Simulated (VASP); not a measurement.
# AlCu3 (Fm-3m) in VASP: further runs

The runs below take AlCu3 through single point, relaxation of volume and atoms at fixed shape, with PBEsol.

All numbers are computed with VASP 6.6.1; they aren't measurements. Logs are shortened: lines on timing, memory, paths and dates and some standing lists are left out, and cuts for length are marked.

## (1) The cell of the first run

Symmetry: Fm-3m, No. 225, cubic system. The conventional cell has a = 5.765 Å, b = 5.765 Å, c = 5.765 Å, α = 90.00°, β = 90.00°, γ = 90.00°. Al (site symmetry m-3m) has 14 Cu at 2.50 to 2.88 Å within 3.3 Å. Within 3.3 Å of Cu (site symmetry m-3m) lie 8 Cu at 2.50 Å and 6 Al at 2.88 Å. Within 3.3 Å of Cu (site symmetry -43m) lie 4 Al at 2.50 Å and 10 Cu at 2.50 to 2.88 Å.

## (2) Single point, PBEsol

The input, INCAR:

```
  ALGO = Normal
  EDIFF = 1E-6
  ENCUT = 520
  GGA = PS
  ISIF = 2
  ISMEAR = -1
  LASPH = T
  LCHARG = T
  LELF = T
  LREAL = F
  LVHAR = T
  LWAVE = F
  NBANDS = 26
  NELM = 100
  PREC = Accurate
  SIGMA = 0.1
```

The input, KPOINTS:

```
k-points
0
Gamma
  7 7 7
```

The input, POSCAR:

```
AlCu3
1.0
    4.0765326844      0.0000000000      0.0000000000
    2.0382663422      3.5303808640      0.0000000000
    2.0382663422      1.1767936213      3.3284749988
Al Cu
1 3
Direct
    0.0000000000      0.0000000000      0.0000000000
    0.5000000000      0.5000000000      0.5000000000
    0.2500000000      0.2500000000      0.2500000000
    0.7500000000      0.7500000000      0.7500000000
```

Potentials or basis: VASP PAW PBE potentials, release 64 (Al, Cu).

On the command line:

```console
$ cat potpaw_PBE.64/Al/POTCAR potpaw_PBE.64/Cu/POTCAR > POTCAR
$ mpirun -np 1 vasp_std > vasp.out
```

OUTCAR:

```text
EDIFF = 1E-6
   ENCUT = 520
   GGA = PS
   ISIF = 2
   ISMEAR = -1
   LASPH = T
   LREAL = F
   NELM = 100
   PREC = Accurate

 ion  position               nearest neighbor table
   1  0.000  0.000  0.000-   4 2.50   3 2.50   4 2.50   3 2.50   4 2.50   4 2.50   3 2.50   3 2.50
                             2 2.88   2 2.88   2 2.88   2 2.88   2 2.88   2 2.88
   2  0.500  0.500  0.500-   3 2.50   4 2.50   3 2.50   4 2.50   4 2.50   3 2.50   3 2.50   4 2.50
                             1 2.88   1 2.88   1 2.88   1 2.88   1 2.88   1 2.88
   3  0.250  0.250  0.250-   1 2.50   2 2.50   1 2.50   2 2.50   2 2.50   1 2.50   1 2.50   2 2.50

   4  0.750  0.750  0.750-   2 2.50   1 2.50   2 2.50   1 2.50   2 2.50   2 2.50   1 2.50   1 2.50

  LATTYP: Found a face centered cubic cell.
 ALAT       =     5.7650878097

  Lattice vectors:

 A1 = (   4.0765326844,   0.0000000000,   0.0000000000)
 A2 = (   2.0382663422,   3.5303808640,   0.0000000000)
 A3 = (   2.0382663422,   1.1767936213,   3.3284749988)

Analysis of symmetry for initial positions (statically):
=====================================================================
 Subroutine PRICEL returns:
 Original cell was already a primitive cell.

 Routine SETGRP: Setting up the symmetry group for a
 face centered cubic supercell.

 Subroutine GETGRP returns: Found 48 space group operations
 (whereof 48 operations were pure point group operations)
 out of a pool of 48 trial point group operations.

The static configuration has the point symmetry O_h .

Analysis of symmetry for dynamics (positions and initial velocities):
=====================================================================
 Subroutine PRICEL returns:
 Original cell was already a primitive cell.

 Routine SETGRP: Setting up the symmetry group for a
 face centered cubic supercell.

 Subroutine GETGRP returns: Found 48 space group operations
 (whereof 48 operations were pure point group operations)
 out of a pool of 48 trial point group operations.

The dynamic configuration has the point symmetry O_h .

 Subroutine INISYM returns: Found 48 space group operations
 (whereof 48 operations are pure point group operations),
 and found     1 'primitive' translations

----------------------------------------------------------------------------------------

                                     Primitive cell

  volume of cell :      47.9025

  direct lattice vectors                    reciprocal lattice vectors
     4.076532684  0.000000000  0.000000000     0.245306509 -0.141627779 -0.100145963
     2.038266342  3.530380864  0.000000000     0.000000000  0.283255558 -0.100145963
     2.038266342  1.176793621  3.328474999     0.000000000  0.000000000  0.300437888

  length of vectors
     4.076532684  4.076532684  4.076532684     0.300437888  0.300437888  0.300437888

  position of ions in fractional coordinates (direct lattice)
     0.000000000  0.000000000  0.000000000
     0.500000000  0.500000000  0.500000000
     0.250000000  0.250000000  0.250000000
     0.750000000  0.750000000  0.750000000

  ion indices of the primitive-cell ions
   primitive index   ion index
                 1           1
                 2           2
                 3           3
                 4           4

----------------------------------------------------------------------------------------

 KPOINTS: k-points

Automatic generation of k-mesh.
 Grid dimensions read from file:
 generate k-points for:    7    7    7

 Generating k-lattice:

  Cartesian coordinates                     Fractional coordinates (reciprocal lattice)
     0.035043787 -0.020232540 -0.014306566     0.142857143 -0.000000000 -0.000000000
     0.000000000  0.040465080 -0.014306566     0.000000000  0.142857143  0.000000000
     0.000000000  0.000000000  0.042919698     0.000000000  0.000000000  0.142857143

  Length of vectors
     0.042919698  0.042919698  0.042919698

  Shift w.r.t. Gamma in fractional coordinates (k-lattice)
     0.000000000  0.000000000  0.000000000

 Subroutine IBZKPT returns following result:
 ===========================================

 Found     20 irreducible k-points:

 Following reciprocal coordinates:
            Coordinates               Weight
  0.000000  0.000000  0.000000      1.000000
  0.142857  0.000000 -0.000000      8.000000
  0.285714  0.000000  0.000000      8.000000
  0.428571  0.000000  0.000000      8.000000
  0.142857  0.142857 -0.000000      6.000000
  0.285714  0.142857 -0.000000     24.000000
[... 12 lines left out ...]
 -0.428571  0.428571  0.142857     24.000000
 -0.285714  0.428571  0.142857     24.000000
   k-points           NKPTS =     20   k-points in BZ     NKDIM =     20   number of bands    NBANDS=     26
   number of dos      NEDOS =    301   number of ions     NIONS =      4
   total plane-waves  NPLWV =  27000
   dimension x,y,z NGX =    30 NGY =   30 NGZ =   30
   dimension x,y,z NGXF=    60 NGYF=   60 NGZF=   60
   ions per type =               1   3
   NGX,Y,Z   is equivalent  to a cutoff of  12.23, 12.23, 12.23 a.u.
   NGXF,Y,Z  is equivalent  to a cutoff of  24.47, 24.47, 24.47 a.u.
 SYSTEM =  unknown system
   PREC   = accura    normal or accurate (medium, high low for compatibility)
   ISTART =      0    job   : 0-new  1-cont  2-samecut
   ICHARG =      2    charge: 1-file 2-atom 10-const
   ISPIN  =      1    spin polarized calculation?
   LNONCOLLINEAR =      F non collinear calculations
   LSORBIT =      F    spin-orbit coupling
   LASPH  =      T    aspherical Exc in radial PAW
   ENCUT  =  520.0 eV  38.22 Ry    6.18 a.u.   7.58  7.58  7.58*2*pi/ulx,y,z
   NELM   =    100;   NELMIN=  2; NELMDL= -5     # of ELM steps
   EDIFF  = 0.1E-05   stopping-criterion for ELM
   LREAL  =      F    real-space projection
   EDIFFG = 0.1E-04   stopping-criterion for IOM
   NSW    =      0    number of steps for IOM
   IBRION =     -1    ionic relax: 0-MD 1-quasi-New 2-CG
   NFREE  =      0    steps in history (QN), initial steepest desc. (CG)
   ISIF   =      2    stress and relaxation
   ISYM   =      2    0-nonsym 1-usesym 2-fastsym
   POTIM  = 0.5000    time-step for ionic-motion
   TEBEG  =    0.0;   TEEND  =   0.0 temperature during run
   PSTRESS=    0.0 pullay stress
   NELECT =      36.0000    total number of electrons
   NUPDOWN=      -1.0000    fix difference up-down
   EMIN   =  10.00;   EMAX   =-10.00  energy-range for DOS
   EFERMI =   0.00;   METHOD = LEGACY
   ISMEAR =    -1;   SIGMA  =   0.10  broadening in eV -4-tet -1-fermi 0-gaus
   EFERMI_NEDOS =   21; number of points for ismear=-14 and -15
   IALGO  =     38    algorithm
   IMIX   =      4    mixing-type and parameters
     AMIX     =   0.40;   BMIX     =  1.00
     AMIX_MAG =   1.60;   BMIX_MAG =  1.00
  volume/ion in A,a.u.               =      11.98        80.82
  Fermi-wavevector in a.u.,A,eV,Ry     =   1.488412  2.812690 30.141929  2.215369
  Thomas-Fermi vector in A             =   2.601450
   LORBIT       =      0    0 simple, 1 ext, 2 COOP (PROOUT), +10 PAW based schemes
   GGA     = PS    functional components
   LHFCALC =     F    Hartree Fock is set to
   AEXX    =    0.0000 exact exchange contribution
   IVDW    =     0    specifies the selected vdW correction
   LEPSILON=     F    determine dielectric tensor
   LRPA    =     F    only Hartree local field effects (RPA)
 non-spin polarized calculation
  energy-cutoff  :      520.00
  volume of cell :       47.90
 maximum number of plane-waves:      1308
   NGX = 15   NGY = 15   NGZ = 15

 number of electron      35.9999980 magnetization

 Free energy of the ion-electron system (eV)
  ---------------------------------------------------
  ext. energy  EPLUGINS =         0.00000000
  ---------------------------------------------------
  free energy    TOTEN  =       -17.76362431 eV

  energy without entropy =      -17.74221353  energy(sigma->0) =      -17.75291892

 E-fermi :   8.6546     XC(G=0): -12.5031

 val. band max:        8.4813293172   @ k =   0.2857   0.2857   0.0000
 cond. band min:       8.7866764568   @ k =  -0.2857   0.1429   0.0000
 fundamental gap:      0.3053471396
 Fermi energy:         8.6546084393

 k-point     1 :       0.0000    0.0000    0.0000
  band No.  band energies     occupation
      1      -2.0580      2.00000
      2       3.8565      2.00000
      3       3.8565      2.00000
      4       3.9440      2.00000
      5       3.9440      2.00000
      6       3.9440      2.00000
[... 18 lines left out ...]
     25      15.4451      0.00000
     26      15.4451      0.00000

 k-point     2 :       0.1429    0.0000   -0.0000
  band No.  band energies     occupation
      1      -1.7744      2.00000
      2       3.8180      2.00000
      3       3.8180      2.00000
      4       3.8300      2.00000
      5       4.1032      2.00000
      6       4.1032      2.00000
[... 18 lines left out ...]
     25      14.9657      0.00000
     26      15.5702      0.00000

 k-point     3 :       0.2857    0.0000    0.0000
  band No.  band energies     occupation
      1      -0.9433      2.00000
      2       3.3500      2.00000
      3       3.8732      2.00000
      4       3.8732      2.00000
      5       4.3383      2.00000
      6       4.3383      2.00000
[... 18 lines left out ...]
     25      16.2628      0.00000
     26      17.2656      0.00000

 k-point     4 :       0.4286    0.0000    0.0000
  band No.  band energies     occupation
      1       0.3541      2.00000
      2       2.0212      2.00000
      3       3.9757      2.00000
      4       3.9757      2.00000
      5       4.4269      2.00000
      6       4.4749      2.00000
[... 18 lines left out ...]
     25      18.3795      0.00000
     26      19.7505      0.00000

 k-point     5 :       0.1429    0.1429   -0.0000
  band No.  band energies     occupation
      1      -1.6804      2.00000
      2       3.5789      2.00000
      3       3.9641      2.00000
      4       4.0553      2.00000
      5       4.0553      2.00000
      6       4.0640      2.00000
[... 18 lines left out ...]
     25      16.6624      0.00000
     26      16.6624      0.00000

 k-point     6 :       0.2857    0.1429   -0.0000
  band No.  band energies     occupation
      1      -1.0338      2.00000
      2       3.3525      2.00000
      3       3.9691      2.00000
      4       4.0319      2.00000
      5       4.2568      2.00000
      6       4.2992      2.00000
[... 311 lines left out ...]
 k-point    17 :       0.4286    0.2857    0.1429
  band No.  band energies     occupation
      1      -0.2354      2.00000
      2       3.0965      2.00000
      3       3.8788      2.00000
      4       4.0066      2.00000
      5       4.1731      2.00000
      6       4.4590      2.00000
[... 18 lines left out ...]
     25      18.4452      0.00000
     26      20.0608      0.00000

 k-point    18 :      -0.4286    0.2857    0.1429
  band No.  band energies     occupation
      1       0.9648      2.00000
      2       2.4456      2.00000
      3       3.4627      2.00000
      4       3.9817      2.00000
      5       4.2429      2.00000
      6       4.5414      2.00000
[... 18 lines left out ...]
     25      18.1896      0.00000
     26      19.7838      0.00000

 k-point    19 :      -0.4286    0.4286    0.1429
  band No.  band energies     occupation
      1       1.3305      2.00000
      2       2.6125      2.00000
      3       3.3938      2.00000
      4       3.5983      2.00000
      5       4.5072      2.00000
      6       4.5768      2.00000
[... 18 lines left out ...]
     25      20.8721      0.00000
     26      21.4835      0.00000

 k-point    20 :      -0.2857    0.4286    0.1429
  band No.  band energies     occupation
      1       1.8434      2.00000
      2       2.7313      2.00000
      3       2.7759      2.00000
      4       3.6154      2.00000
      5       4.5107      2.00000
      6       4.5405      2.00000
[... 18 lines left out ...]
     25      19.7066      0.00000
     26      21.4446      0.00000

------------------------ aborting loop because EDIFF is reached ----------------------------------------

  FORCE on cell =-STRESS in cart. coord.  units (eV):
  Direction    XX          YY          ZZ          XY          YZ          ZX
  --------------------------------------------------------------------------------------
  -------------------------------------------------------------------------------------
  Total        0.2344641      0.2344641      0.2344641      0.0000000     -0.0000000     -0.0000000
  in kB        7.8420411      7.8420411      7.8420411      0.0000000     -0.0000000     -0.0000000
  external PRESSURE =       7.8420411 kB  Pullay stress =       0.0000000 kB

 VOLUME and BASIS-vectors are now :
 -----------------------------------------------------------------------------
  energy-cutoff  :      520.00
  volume of cell :       47.90
      direct lattice vectors                 reciprocal lattice vectors
     4.076532684  0.000000000  0.000000000     0.245306509 -0.141627779 -0.100145963
     2.038266342  3.530380864  0.000000000     0.000000000  0.283255558 -0.100145963
     2.038266342  1.176793621  3.328474999     0.000000000  0.000000000  0.300437888

 POSITION                                       TOTAL-FORCE (eV/Angst)
 -----------------------------------------------------------------------------------
      0.00000      0.00000      0.00000        -0.000000      0.000000      0.000000
      4.07653      2.35359      1.66424        -0.000000      0.000000      0.000000
      2.03827      1.17679      0.83212         0.000000     -0.000000      0.000000
      6.11480      3.53038      2.49636        -0.000000      0.000000     -0.000000
 -----------------------------------------------------------------------------------
    total drift:                               -0.000000      0.000000      0.000000

  FREE ENERGIE OF THE ION-ELECTRON SYSTEM (eV)
  ---------------------------------------------------
  free  energy   TOTEN  =       -17.7636243070 eV

  energy  without entropy=      -17.7422135346  energy(sigma->0) =      -17.75291892
```

It took 23 s on 1 thread of Intel Xeon Platinum 8488C (Sapphire Rapids), shared host; peak memory 0.17 GiB.

Results:

| Quantity | Value |
| --- | --- |
| Free energy | -17.7636 eV |
| Pressure | 0.8 GPa |
| Band gap on the k mesh | zero (band 18 reaches 12.36 eV, above the bottom of band 19 at 6.96 eV) |

Caveat: the PAW data sets were made with another functional, which shifts forces and pressure a little.

## (3) Relaxation of volume and atoms at fixed shape, PBEsol

This run uses another cell than the first one, of 12.04 Å³/atom, 1.006 times its volume.

The input, INCAR:

```
PREC     = Accurate       # precision mode
ENCUT    = 600            # plane-wave cutoff, eV
EDIFF    = 1E-6           # SCF threshold, eV
ISMEAR   = -1             # smearing method
SIGMA    = 0.1            # smearing width, eV
LREAL    = False          # projectors in reciprocal space
LASPH    = True           # aspherical terms in the spheres
NELM     = 100            # most SCF steps
ALGO     = Normal         # electronic algorithm
ISIF     = 8              # what is computed and relaxed
LWAVE    = False          # write WAVECAR
LCHARG   = False          # write CHGCAR
GGA      = PS             # functional
IBRION   = 2              # ionic algorithm
NSW      = 80             # ionic steps
EDIFFG   = -0.03          # ionic threshold
```

The input, KPOINTS:

```
Automatic mesh
0
Gamma
  7 7 7
```

The input, POSCAR:

```
AlCu3
1.0
    4.0842640000      0.0000000000      0.0000000000
    2.0421320000      3.5370763798      0.0000000000
    2.0421320000      1.1790254599      3.3347875916
Al Cu
1 3
Direct
    0.0000000000      0.0000000000      0.0000000000
    0.5000000000      0.5000000000      0.5000000000
    0.2500000000      0.2500000000      0.2500000000
    0.7500000000      0.7500000000      0.7500000000
```

Potentials or basis: VASP PAW PBE potentials, release 64 (Al, Cu).

On the command line:

```console
$ cat potpaw_PBE.64/Al/POTCAR potpaw_PBE.64/Cu/POTCAR > POTCAR
$ mpirun -np 1 vasp_std > vasp.out
```

Wall time 25 s (1 thread of Intel Xeon Platinum 8488C (Sapphire Rapids), shared host); peak memory 0.21 GiB.

Results (log left out):

```
Free energy             : -17.7644 eV
Pressure after relaxing : -0.2 GPa
Band gap on the k mesh  : zero (band 18 reaches 12.28 eV, above the bottom of band 19 at 6.89 eV)
```

Final structure:
```cif
data_structure
_symmetry_space_group_name_H-M 'P 1'
_symmetry_Int_Tables_number 1
_cell_length_a 4.0843
_cell_length_b 4.0843
_cell_length_c 4.0843
_cell_angle_alpha 60.000
_cell_angle_beta 60.000
_cell_angle_gamma 60.000
_cell_volume 48.18
loop_
_atom_site_label
_atom_site_type_symbol
_atom_site_fract_x
_atom_site_fract_y
_atom_site_fract_z
_atom_site_occupancy
Al1 Al 0.00000 0.00000 0.00000 1
Cu1 Cu 0.50000 0.50000 0.50000 1
Cu2 Cu 0.25000 0.25000 0.25000 1
Cu3 Cu 0.75000 0.75000 0.75000 1
```

Levels at points of the mesh, in eV from the Fermi level:
| k point | band 14 | band 15 | band 16 | band 17 | band 18 | band 19 | band 20 | band 21 |
| --- | --- | --- | --- | --- | --- | --- | --- | --- |
| (0.00, 0.00, 0.00) | -2.66 | -2.54 | -2.54 | 3.70 | 3.70 | 3.70 | 4.11 | 4.11 |

Caveat: the relaxation stopped at its first step, so nothing moved; the PAW data sets were made with another functional, which shifts forces and pressure a little.
